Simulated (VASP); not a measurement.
# TaN (P-6m2) in VASP: a series of runs

Runs on TaN. Level: PBEsol. Tasks: single point, relaxation of cell and atoms.

All numbers are computed with VASP 6.6.1; they aren't measurements. Logs are shortened: lines on timing, memory, paths and dates and some standing lists are left out, and cuts for length are marked.

## (1) The cell of the first run

The structure is hexagonal, space group P-6m2 (No. 187). Conventional cell: a = 2.924 Å, b = 2.924 Å, c = 2.870 Å, α = 90.00°, β = 90.00°, γ = 120.00°. Within 2.9 Å of Ta (site symmetry -6m2) lie 6 N at 2.22 Å and 2 Ta at 2.87 Å. Within 2.9 Å of N (site symmetry -6m2) lie 6 Ta at 2.22 Å and 2 N at 2.87 Å.

## (2) Single point, PBEsol

File INCAR:

```
SYSTEM = TaN
PREC = Accurate
ENCUT = 520
EDIFF = 1E-7
ISMEAR = -1
SIGMA = 0.15
LREAL = .FALSE.
LASPH = .TRUE.
NELM = 80
ALGO = Normal
ISIF = 2
LWAVE = .FALSE.
LCHARG = .FALSE.
GGA = PS
NBANDS = 15
```

File KPOINTS:

```
Automatic mesh
0
G
  18 18 14
  0 0 0
```

File POSCAR:

```
TaN
1.0
    2.9242701632      0.0000000000      0.0000000000
   -1.4621350816      2.5324922488      0.0000000000
    0.0000000000      0.0000000000      2.8701686350
Ta N
1 1
Direct
    0.3333333333      0.6666666667      0.5000000000
    0.0000000000      0.0000000000      0.0000000000
```

Potentials or basis: VASP PAW PBE potentials, release 64 (Ta_pv, N).

Command:

```console
cat potpaw_PBE.64/Ta_pv/POTCAR potpaw_PBE.64/N/POTCAR > POTCAR
mpirun -np 1 vasp_std > vasp.out
```

OUTCAR:

```text
SYSTEM = TaN
   PREC = Accurate
   ENCUT = 520
   EDIFF = 1E-7
   ISMEAR = -1
   LREAL = .FALSE.
   LASPH = .TRUE.
   NELM = 80
   ISIF = 2
   GGA = PS

 ion  position               nearest neighbor table
   1  0.333  0.667  0.500-   2 2.22   2 2.22   2 2.22   2 2.22   2 2.22   2 2.22
   2  0.000  0.000  0.000-   1 2.22   1 2.22   1 2.22   1 2.22   1 2.22   1 2.22

  LATTYP: Found a hexagonal cell.
 ALAT       =     2.9242701632
 C/A-ratio  =     0.9814991348

  Lattice vectors:

 A1 = (   2.9242701632,   0.0000000000,   0.0000000000)
 A2 = (  -1.4621350816,   2.5324922488,   0.0000000000)
 A3 = (   0.0000000000,   0.0000000000,   2.8701686350)

Analysis of symmetry for initial positions (statically):
=====================================================================
 Subroutine PRICEL returns:
 Original cell was already a primitive cell.

 Routine SETGRP: Setting up the symmetry group for a
 hexagonal supercell.

 Subroutine GETGRP returns: Found 12 space group operations
 (whereof 12 operations were pure point group operations)
 out of a pool of 24 trial point group operations.

The static configuration has the point symmetry D_3h.

Analysis of symmetry for dynamics (positions and initial velocities):
=====================================================================
 Subroutine PRICEL returns:
 Original cell was already a primitive cell.

 Routine SETGRP: Setting up the symmetry group for a
 hexagonal supercell.

 Subroutine GETGRP returns: Found 12 space group operations
 (whereof 12 operations were pure point group operations)
 out of a pool of 24 trial point group operations.

The dynamic configuration has the point symmetry D_3h.

 Subroutine INISYM returns: Found 12 space group operations
 (whereof 12 operations are pure point group operations),
 and found     1 'primitive' translations

----------------------------------------------------------------------------------------

                                     Primitive cell

  volume of cell :      21.2556

  direct lattice vectors                    reciprocal lattice vectors
     2.924270163  0.000000000  0.000000000     0.341965668  0.197433971  0.000000000
    -1.462135082  2.532492249  0.000000000     0.000000000  0.394867941  0.000000000
     0.000000000  0.000000000  2.870168635     0.000000000  0.000000000  0.348411584

  length of vectors
     2.924270163  2.924270163  2.870168635     0.394867941  0.394867941  0.348411584

  position of ions in fractional coordinates (direct lattice)
     0.333333333  0.666666667  0.500000000
     0.000000000  0.000000000  0.000000000

  ion indices of the primitive-cell ions
   primitive index   ion index
                 1           1
                 2           2

----------------------------------------------------------------------------------------

 KPOINTS: Automatic mesh

Automatic generation of k-mesh.
 Grid dimensions read from file:
 generate k-points for:   18   18   14

 Generating k-lattice:

  Cartesian coordinates                     Fractional coordinates (reciprocal lattice)
     0.018998093  0.010968554  0.000000000     0.055555556  0.000000000  0.000000000
     0.000000000  0.021937108  0.000000000     0.000000000  0.055555556  0.000000000
     0.000000000  0.000000000  0.024886542     0.000000000  0.000000000  0.071428571

  Length of vectors
     0.021937108  0.021937108  0.024886542

  Shift w.r.t. Gamma in fractional coordinates (k-lattice)
     0.000000000  0.000000000  0.000000000

 Subroutine IBZKPT returns following result:
 ===========================================

 Found    296 irreducible k-points:

 Following reciprocal coordinates:
            Coordinates               Weight
  0.000000  0.000000  0.000000      1.000000
  0.055556  0.000000  0.000000      6.000000
  0.111111  0.000000  0.000000      6.000000
  0.166667  0.000000  0.000000      6.000000
  0.222222  0.000000  0.000000      6.000000
  0.277778 -0.000000  0.000000      6.000000
[... 16 lines left out ...]
  0.333333  0.111111  0.000000     12.000000
  0.388889  0.111111  0.000000     12.000000
 [... further k-points ...]
   k-points           NKPTS =    296   k-points in BZ     NKDIM =    296   number of bands    NBANDS=     15
   number of dos      NEDOS =    301   number of ions     NIONS =      2
   total plane-waves  NPLWV =  13824
   dimension x,y,z NGX =    24 NGY =   24 NGZ =   24
   dimension x,y,z NGXF=    48 NGYF=   48 NGZF=   48
   ions per type =               1   1
   NGX,Y,Z   is equivalent  to a cutoff of  13.64, 13.64, 13.90 a.u.
   NGXF,Y,Z  is equivalent  to a cutoff of  27.29, 27.29, 27.80 a.u.
 SYSTEM =  TaN
   PREC   = accura    normal or accurate (medium, high low for compatibility)
   ISTART =      0    job   : 0-new  1-cont  2-samecut
   ICHARG =      2    charge: 1-file 2-atom 10-const
   ISPIN  =      1    spin polarized calculation?
   LNONCOLLINEAR =      F non collinear calculations
   LSORBIT =      F    spin-orbit coupling
   LASPH  =      T    aspherical Exc in radial PAW
   ENCUT  =  520.0 eV  38.22 Ry    6.18 a.u.   5.44  5.44  5.34*2*pi/ulx,y,z
   NELM   =     80;   NELMIN=  2; NELMDL= -5     # of ELM steps
   EDIFF  = 0.1E-06   stopping-criterion for ELM
   LREAL  =      F    real-space projection
   EDIFFG = 0.1E-05   stopping-criterion for IOM
   NSW    =      0    number of steps for IOM
   IBRION =     -1    ionic relax: 0-MD 1-quasi-New 2-CG
   NFREE  =      0    steps in history (QN), initial steepest desc. (CG)
   ISIF   =      2    stress and relaxation
   ISYM   =      2    0-nonsym 1-usesym 2-fastsym
   POTIM  = 0.5000    time-step for ionic-motion
   TEBEG  =    0.0;   TEEND  =   0.0 temperature during run
   PSTRESS=    0.0 pullay stress
   NELECT =      16.0000    total number of electrons
   NUPDOWN=      -1.0000    fix difference up-down
   EMIN   =  10.00;   EMAX   =-10.00  energy-range for DOS
   EFERMI =   0.00;   METHOD = LEGACY
   ISMEAR =    -1;   SIGMA  =   0.15  broadening in eV -4-tet -1-fermi 0-gaus
   EFERMI_NEDOS =   21; number of points for ismear=-14 and -15
   IALGO  =     38    algorithm
   IMIX   =      4    mixing-type and parameters
     AMIX     =   0.40;   BMIX     =  1.00
     AMIX_MAG =   1.60;   BMIX_MAG =  1.00
  volume/ion in A,a.u.               =      10.63        71.72
  Fermi-wavevector in a.u.,A,eV,Ry     =   1.489214  2.814207 30.174439  2.217759
  Thomas-Fermi vector in A             =   2.602151
   LORBIT       =      0    0 simple, 1 ext, 2 COOP (PROOUT), +10 PAW based schemes
   GGA     = PS    functional components
   LHFCALC =     F    Hartree Fock is set to
   AEXX    =    0.0000 exact exchange contribution
   IVDW    =     0    specifies the selected vdW correction
   LEPSILON=     F    determine dielectric tensor
   LRPA    =     F    only Hartree local field effects (RPA)
 non-spin polarized calculation
  energy-cutoff  :      520.00
  volume of cell :       21.26
 maximum number of plane-waves:       599
 NGX is ok and might be reduce to    24
   NGX = 11   NGY = 11   NGZ = 11

 number of electron      16.0000000 magnetization

 Free energy of the ion-electron system (eV)
  ---------------------------------------------------
  ext. energy  EPLUGINS =         0.00000000
  ---------------------------------------------------
  free energy    TOTEN  =       -23.80899886 eV

  energy without entropy =      -23.79921817  energy(sigma->0) =      -23.80410851

 E-fermi :   8.2650     XC(G=0): -13.5807

 val. band max:        8.2418422810   @ k =   0.0556   0.0000   0.5000
 cond. band min:       8.2703679059   @ k =   0.0556   0.0000   0.4286
 fundamental gap:      0.0285256249
 Fermi energy:         8.2650297012

 k-point     1 :       0.0000    0.0000    0.0000
  band No.  band energies     occupation
      1     -26.5000      2.00000
      2     -26.2250      2.00000
      3     -26.2250      2.00000
      4      -9.6049      2.00000
      5       3.6151      2.00000
      6       3.6151      2.00000
      7       3.9465      2.00000
      8       5.3107      2.00000
      9      10.5579      0.00000
     10      11.8994      0.00000
     11      11.8994      0.00000
     12      12.2979      0.00000
     13      12.2979      0.00000
     14      21.3363      0.00000
     15      21.7418      0.00000

 k-point     2 :       0.0556    0.0000    0.0000
  band No.  band energies     occupation
      1     -26.4955      2.00000
      2     -26.2610      2.00000
      3     -26.2326      2.00000
      4      -9.5376      2.00000
      5       3.4017      2.00000
      6       3.6660      2.00000
      7       4.0516      2.00000
      8       5.2130      2.00000
      9      10.8046      0.00000
     10      11.7543      0.00000
     11      11.9082      0.00000
     12      12.2634      0.00000
     13      12.3891      0.00000
     14      21.3302      0.00000
     15      21.7361      0.00000

 k-point     3 :       0.1111    0.0000    0.0000
  band No.  band energies     occupation
      1     -26.4824      2.00000
      2     -26.3636      2.00000
      3     -26.2544      2.00000
      4      -9.3436      2.00000
      5       2.9008      2.00000
      6       3.8107      2.00000
      7       4.2953      2.00000
      8       4.9476      2.00000
      9      11.2863      0.00000
     10      11.5407      0.00000
     11      11.9438      0.00000
     12      12.1655      0.00000
     13      12.6264      0.00000
     14      21.3096      0.00000
     15      21.7222      0.00000
[... 343 lines left out ...]
 k-point    23 :       0.3333    0.1111    0.0000
  band No.  band energies     occupation
      1     -27.1755      2.00000
      2     -26.5195      2.00000
      3     -26.3598      2.00000
      4      -7.4257      2.00000
      5       0.2465      2.00000
      6       3.1738      2.00000
      7       4.0593      2.00000
      8       5.8632      2.00000
      9      10.6643      0.00000
     10      10.7020      0.00000
     11      13.1860      0.00000
     12      14.3091      0.00000
     13      16.0744      0.00000
     14      21.3810      0.00000
     15      21.7626      0.00000

 k-point    24 :       0.3889    0.1111    0.0000
  band No.  band energies     occupation
      1     -27.2516      2.00000
      2     -26.5468      2.00000
      3     -26.3472      2.00000
      4      -7.2078      2.00000
      5       0.0531      2.00000
      6       3.0328      2.00000
      7       3.9272      2.00000
      8       5.9196      2.00000
      9      10.5615      0.00000
     10      11.3632      0.00000
     11      12.9008      0.00000
     12      14.3882      0.00000
     13      16.9670      0.00000
     14      20.4960      0.00000
     15      21.6920      0.00000

 [... further k-points ...]

------------------------ aborting loop because EDIFF is reached ----------------------------------------

  FORCE on cell =-STRESS in cart. coord.  units (eV):
  Direction    XX          YY          ZZ          XY          YZ          ZX
  --------------------------------------------------------------------------------------
  -------------------------------------------------------------------------------------
  Total        0.1038593      0.1038593      0.1306402      0.0000000      0.0000000      0.0000000
  in kB        7.8285764      7.8285764      9.8472394      0.0000000      0.0000000      0.0000000
  external PRESSURE =       8.5014641 kB  Pullay stress =       0.0000000 kB

 VOLUME and BASIS-vectors are now :
 -----------------------------------------------------------------------------
  energy-cutoff  :      520.00
  volume of cell :       21.26
      direct lattice vectors                 reciprocal lattice vectors
     2.924270163  0.000000000  0.000000000     0.341965668  0.197433971  0.000000000
    -1.462135082  2.532492249  0.000000000     0.000000000  0.394867941  0.000000000
     0.000000000  0.000000000  2.870168635     0.000000000  0.000000000  0.348411584

 POSITION                                       TOTAL-FORCE (eV/Angst)
 -----------------------------------------------------------------------------------
     -0.00000      1.68833      1.43508        -0.000000     -0.000000      0.000000
      0.00000      0.00000      0.00000         0.000000      0.000000      0.000000
 -----------------------------------------------------------------------------------
    total drift:                                0.000000     -0.000000     -0.000000

  FREE ENERGIE OF THE ION-ELECTRON SYSTEM (eV)
  ---------------------------------------------------
  free  energy   TOTEN  =       -23.8089988631 eV

  energy  without entropy=      -23.7992181657  energy(sigma->0) =      -23.80410851
```

It took 26 s on 1 thread of Intel Xeon 6975P-C (Granite Rapids), shared host; peak memory 0.21 GiB.

Results:

| Property | Result |
| --- | --- |
| Free energy | -23.8090 eV |
| Pressure | 0.9 GPa |
| Band gap on the k mesh | zero (band 8 reaches 8.48 eV, above the bottom of band 9 at 8.13 eV) |

Stress tensor (GPa, compression positive):
```
0.78 0.00 0.00
0.00 0.78 0.00
0.00 0.00 0.98
```

Caveat: the PAW data sets were made with another functional, which shifts forces and pressure a little; spin-orbit coupling is left out, which moves the levels of the heavy elements.

## (3) Relaxation of cell and atoms, PBEsol

File INCAR:

```
  PREC = Accurate
  ENCUT = 600
  EDIFF = 1E-6
  ISMEAR = -1
  SIGMA = 0.15
  LREAL = F
  LASPH = T
  NELM = 60
  ALGO = Normal
  ISIF = 3
  LWAVE = F
  LCHARG = F
  GGA = PS
  IBRION = 2
  NSW = 80
  EDIFFG = -0.001
```

File KPOINTS:

```
Automatic mesh
0
Gamma
  18 18 14
```

File POSCAR:

```
TaN
1.0
    2.9239890447      0.0000000000      0.0000000000
   -1.4619945224      2.5322487931      0.0000000000
    0.0000000000      0.0000000000      2.8707276427
Ta N
1 1
Direct
    0.3333333333      0.6666666667      0.5000000000
    0.0000000000      0.0000000000      0.0000000000
```

Potentials or basis: VASP PAW PBE potentials, release 64 (Ta_pv, N).

Command:

```console
cat potpaw_PBE.64/Ta_pv/POTCAR potpaw_PBE.64/N/POTCAR > POTCAR
mpirun -np 1 vasp_std > vasp.out
```

Run time: 3.4 min. Hardware: 1 thread of Intel Xeon 6975P-C (Granite Rapids), shared host; peak memory 0.24 GiB.

The run converged. Its results:

```
Free energy                            : -23.8114 eV
Relaxed volume                         : 10.65 Å³/atom
Relaxed cell                           : a = 2.926 Å, b = 2.926 Å, c = 2.872 Å, α = 90.00°, β = 90.00°, γ = 120.00°
Space group after relaxing (to 0.05 Å) : P-6m2 (No. 187)
Energy gained by relaxing              : 0.0 meV/atom
Ionic steps                            : 43
Pressure after relaxing                : 0.0 GPa
Band gap on the k mesh                 : zero (band 8 reaches 8.45 eV, above the bottom of band 9 at 8.11 eV)
```

Final structure:
```yaml
crystal:
  lattice:
    - [2.92604, 0.00000, 0.00000]
    - [-1.46302, 2.53402, 0.00000]
    - [0.00000, 0.00000, 2.87240]
  atoms:
    - { symbol: Ta, position: [0.33333, 0.66667, 0.50000] }
    - { symbol: N, position: [0.00000, 0.00000, 0.00000] }
```

Levels at points of the mesh, in eV from the Fermi level:
```csv
k point,band 4,band 5,band 6,band 7,band 8,band 9,band 10,band 11,band 12
"(0.00, 0.00, 0.00)",-17.85,-4.64,-4.64,-4.31,-2.95,2.28,3.62,3.62,4.02
"(0.50, 0.00, 0.00)",-15.48,-8.41,-5.29,-3.58,-3.21,3.01,4.09,5.25,5.37
"(0.00, 0.00, 0.50)",-15.10,-9.49,-3.81,-3.81,-0.13,-0.13,2.44,3.31,3.31
"(0.50, 0.00, 0.50)",-15.82,-7.44,-6.28,-5.79,-0.35,4.21,5.43,6.15,7.18
```

Caveat: the PAW data sets were made with another functional, which shifts forces and pressure a little; spin-orbit coupling is left out, which moves the levels of the heavy elements.

[end of part 1 of 2]
